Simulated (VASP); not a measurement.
# Sn (I4/mmm) in VASP: notebook, part 2 of 2

VASP 6.6.1. The steps go on from the part before.

## (4) Relaxation of cell and atoms, RPBE+D4

Input file INCAR:

```
SYSTEM = Sn
  PREC = Accurate
  ENCUT = 600
  EDIFF = 1E-6
  ISMEAR = -1
  SIGMA = 0.05
  LREAL = .FALSE.
  LASPH = .TRUE.
  NELM = 100
  ALGO = Normal
  ISIF = 3
  LWAVE = .FALSE.
  LCHARG = .FALSE.
  GGA = RP
  IVDW = 13
  IBRION = 2
  NSW = 60
  EDIFFG = -0.01
```

Input file KPOINTS:

```
regular mesh
0
G
  10 10 10
  0 0 0
```

Input file POSCAR:

```
Sn
1.0
   -2.0291894110      2.0291894110      1.6607599896
    2.0291894110     -2.0291894110      1.6607599896
    2.0291894110      2.0291894110     -1.6607599896
Sn
1
Direct
    0.0000000000      0.0000000000      0.0000000000
```

Potentials or basis: VASP PAW PBE potentials, release 64 (Sn_d).

On the command line:

```bash
cat potpaw_PBE.64/Sn_d/POTCAR > POTCAR
mpirun -np 1 vasp_std > vasp.out
```

OUTCAR:

```text
SYSTEM = Sn
   PREC = Accurate
   ENCUT = 600
   EDIFF = 1E-6
   ISMEAR = -1
   LREAL = .FALSE.
   LASPH = .TRUE.
   NELM = 100
   ISIF = 3
   GGA = RP
   IVDW = 13
   IBRION = 2
   NSW = 60
   EDIFFG = -0.01

 ion  position               nearest neighbor table
   1  0.000  0.000  0.000-

  LATTYP: Found a body centered tetragonal cell.
 ALAT       =     4.0583788220
 C/A-ratio  =     0.8184351745

  Lattice vectors:

 A1 = (  -2.0291894110,   2.0291894110,   1.6607599896)
 A2 = (   2.0291894110,  -2.0291894110,   1.6607599896)
 A3 = (   2.0291894110,   2.0291894110,  -1.6607599896)

Analysis of symmetry for initial positions (statically):
=====================================================================
 Subroutine PRICEL returns:
 Original cell was already a primitive cell.

 Routine SETGRP: Setting up the symmetry group for a
 body centered tetragonal supercell.

 Subroutine GETGRP returns: Found 16 space group operations
[... 364 lines left out ...]
  free energy    TOTEN  =        -3.38710594 eV

  energy without entropy =       -3.38227404  energy(sigma->0) =       -3.38468999

 E-fermi :   8.5654     XC(G=0): -10.4351

 val. band max:        8.5444739069   @ k =  -0.2000   0.4000   0.1000
 cond. band min:       8.5726162770   @ k =  -0.3000  -0.4000   0.3000
 fundamental gap:      0.0281423701
 Fermi energy:         8.5653503260

 k-point     1 :       0.0000    0.0000    0.0000
  band No.  band energies     occupation
      1     -13.0902      2.00000
      2     -13.0186      2.00000
      3     -13.0186      2.00000
      4     -12.9895      2.00000
      5     -12.8810      2.00000
      6      -2.7338      2.00000
      7      15.8592      0.00000
      8      15.8592      0.00000
      9      18.1741      0.00000
     10      19.2754      0.00000
     11      20.5290      0.00000
[... 309 lines left out ...]
 k-point    24 :       0.4000    0.3000    0.0000
  band No.  band energies     occupation
      1     -13.0656      2.00000
      2     -12.9755      2.00000
      3     -12.9466      2.00000
      4     -12.9106      2.00000
      5     -12.8865      2.00000
      6       2.6002      2.00000
      7       5.8783      2.00000
      8       7.3159      2.00000
      9      13.1018      0.00000
     10      18.1281      0.00000
     11      20.1987      0.00000

 [... further k-points ...]

------------------------ aborting loop because EDIFF is reached ----------------------------------------

  DFT-D4 for vdW energy calculation

  Edisp (eV):   -0.78641
[... 24 lines left out ...]
  FREE ENERGIE OF THE ION-ELECTRON SYSTEM (eV)
  ---------------------------------------------------
  free  energy   TOTEN  =        -4.1735117508 eV

  energy  without entropy=       -4.1686798570  energy(sigma->0) =       -4.17109580

 reached required accuracy - stopping structural energy minimisation
```

OSZICAR:

```text
N       E                     dE             d eps       ncg     rms          rms(c)
DAV:   1     0.763628481292E+02    0.76363E+02   -0.81613E+03  2276   0.210E+03
DAV:   2     0.114799382290E+01   -0.75215E+02   -0.73444E+02  2313   0.351E+02
DAV:   3    -0.331415606876E+01   -0.44621E+01   -0.44318E+01  2570   0.769E+01
[... 38 lines left out ...]
DAV:   1    -0.338818750266E+01   -0.19097E-02   -0.28985E-02  2611   0.212E+00    0.176E-01
DAV:   2    -0.338746595818E+01    0.72154E-03   -0.97220E-04  2599   0.671E-01    0.104E-01
DAV:   3    -0.338710947921E+01    0.35648E-03   -0.48760E-04  3035   0.565E-01    0.136E-02
DAV:   4    -0.338710642719E+01    0.30520E-05   -0.56516E-05  2586   0.114E-01    0.608E-03
DAV:   5    -0.338710593838E+01    0.48880E-06   -0.89186E-07  1553   0.208E-02
   6 F= -.41735118E+01 E0= -.41710958E+01  d E =-.441468E-03
```

CONTCAR:

```text
Sn
   1.00000000000000
    -1.9872415172243567    1.9872415172243567    1.6662539110980934
     1.9872415172243567   -1.9872415172243567    1.6662539110980934
     1.9872415172243567    1.9872415172243567   -1.6662539110980934
  Sn
     1
Direct
     0.0000000000000000    0.0000000000000000    0.0000000000000000

  0.00000000E+00  0.00000000E+00  0.00000000E+00
```

Wall time 2.1 min (1 thread of Intel Xeon 8259CL, shared host); peak memory 0.19 GiB.

Results:

```
Free energy                           : -4.1735 eV
Relaxed volume                        : 26.32 Å³/atom
Relaxed cell                          : a = 3.267 Å, b = 3.267 Å, c = 3.267 Å, α = 105.08°, β = 105.08°, γ = 118.67°
Space group after relaxing (to 0.1 Å) : I4/mmm (No. 139)
Energy gained by relaxing             : 8.4 meV/atom
Ionic steps                           : 6
Pressure after relaxing               : 0.0 GPa
Band gap on the k mesh                : zero (bands 7 and 8 overlap by 9.49 eV)
Dispersion energy per atom            : -0.786 eV
```

The path:
| step | energy change (eV) | largest force (eV/Å) | pressure (GPa) | volume (Å³) |
| --- | --- | --- | --- | --- |
| 1 | 0.0000 | 0.0000 | -1.72 | 27.35 |
| 2 | -0.0079 | 0.0000 | 0.17 | 26.21 |
| 3 | -0.0079 | 0.0000 | 0.20 | 26.21 |
| 4 | -0.0079 | 0.0000 | 0.17 | 26.23 |
| 5 | -0.0083 | 0.0000 | 0.00 | 26.29 |
| 6 | -0.0084 | 0.0000 | -0.04 | 26.32 |

Final structure:
```xyz
1
Lattice="-1.9872 1.9872 1.6663 1.9872 -1.9872 1.6663 1.9872 1.9872 -1.6663" Properties=species:S:1:pos:R:3 pbc="T T T"
Sn    0.0000    0.0000    0.0000
```

Levels at points of the mesh, in eV from the Fermi level:
```csv
k point,band 3,band 4,band 5,band 6,band 7,band 8,band 9,band 10,band 11
"(0.00, 0.00, 0.00)",-21.58,-21.55,-21.45,-11.30,7.29,7.29,9.61,10.71,11.96
"(0.50, 0.00, 0.00)",-21.49,-21.43,-21.39,-5.83,-4.38,3.24,4.59,7.44,7.52
"(0.50, 0.50, 0.00)",-21.54,-21.49,-21.40,-7.20,-4.86,5.72,7.79,10.30,10.71
"(0.50, 0.50, 0.50)",-21.42,-21.42,-21.38,-2.98,-1.51,-1.51,2.18,3.06,5.75
```

Caveat: the PAW data sets were made with another functional, which shifts forces and pressure a little; spin-orbit coupling is left out, which moves the levels of the heavy elements.

## (5) Single point, PBEsol

This run uses another cell than the first one, of 26.26 Å³/atom.

Input file INCAR:

```
SYSTEM = Sn
  PREC = Accurate
  ENCUT = 520
  EDIFF = 1E-6
  ISMEAR = -1
  SIGMA = 0.05
  LREAL = .FALSE.
  LASPH = .TRUE.
  NELM = 60
  ALGO = Normal
  ISIF = 2
  LWAVE = .FALSE.
  LCHARG = .FALSE.
  GGA = PS
  NBANDS = 13
```

KPOINTS is that of step 4.

Input file POSCAR:

```
Sn
1.0
   -2.0017645706      2.0017645706      1.6383145356
    2.0017645706     -2.0017645706      1.6383145356
    2.0017645706      2.0017645706     -1.6383145356
Sn
1
Direct
    0.0000000000      0.0000000000      0.0000000000
```

On the command line:

```bash
cat potpaw_PBE.64/Sn_d/POTCAR > POTCAR
mpirun -np 1 vasp_std > vasp.out
```

Wall time 23 s (1 thread of Intel Xeon 8259CL, shared host); peak memory 0.16 GiB.

Results (log left out):

```yaml
Free_energy: -4.2344 eV
Pressure: 0.1 GPa
Band_gap_on_the_k_mesh: zero (bands 7 and 8 overlap by 9.18 eV)
```

Stress tensor (GPa, compression positive):
```
-0.51  0.00  0.00
 0.00 -0.51  0.00
 0.00  0.00  1.20
```

Levels at points of the mesh, in eV from the Fermi level:
| k point | band 5 | band 6 | band 7 | band 8 | band 9 | band 10 |
| --- | --- | --- | --- | --- | --- | --- |
| (0.00, 0.00, 0.00) | -21.23 | -11.32 | 7.05 | 7.05 | 9.81 | 10.53 |
| (0.50, 0.00, 0.00) | -21.17 | -5.76 | -4.33 | 3.21 | 4.46 | 7.42 |
| (0.50, 0.50, 0.00) | -21.18 | -7.34 | -4.88 | 6.04 | 8.06 | 10.73 |
| (0.50, 0.50, 0.50) | -21.16 | -3.23 | -1.63 | -1.63 | 2.61 | 3.04 |

Caveat: the PAW data sets were made with another functional, which shifts forces and pressure a little; spin-orbit coupling is left out, which moves the levels of the heavy elements.

## (6) The runs side by side

| task | level | cell | cutoff (eV) | gap on the mesh (eV) | pressure (GPa) | relaxed volume (Å³/atom) |
| --- | --- | --- | --- | --- | --- | --- |
| relaxation of cell and atoms | PBEsol+D4 | relaxed from a = 3.316 Å, angles 104.5, 104.5, 119.9°, 1 atom | 600 | none | 0.0 | 25.54 |
| relaxation of cell and atoms | RPBE+D3(BJ) | relaxed from a = 3.316 Å, angles 104.5, 104.5, 119.9°, 1 atom | 600 | none | 0.1 | 20.68 |
| relaxation of cell and atoms | RPBE+D4 | relaxed from a = 3.316 Å, angles 104.5, 104.5, 119.9°, 1 atom | 600 | none | 0.0 | 26.32 |
| single point | PBEsol | a = 3.271 Å, angles 104.5, 104.5, 119.9°, 1 atom | 520 | none | 0.1 | - |

Alike in all rows: potentials or basis VASP PAW PBE potentials, release 64 (Sn_d); no spin polarisation; k mesh 10 × 10 × 10; smearing fermi-dirac 0.05 eV.

Caveats: the PAW data sets were made with another functional, which shifts forces and pressure a little; spin-orbit coupling is left out, which moves the levels of the heavy elements; the volume moved by over 15 % at a fixed basis, so the end points are rough (at least some runs).

Total energies depend on the potentials used, so only differences within one code and one set of settings carry meaning.
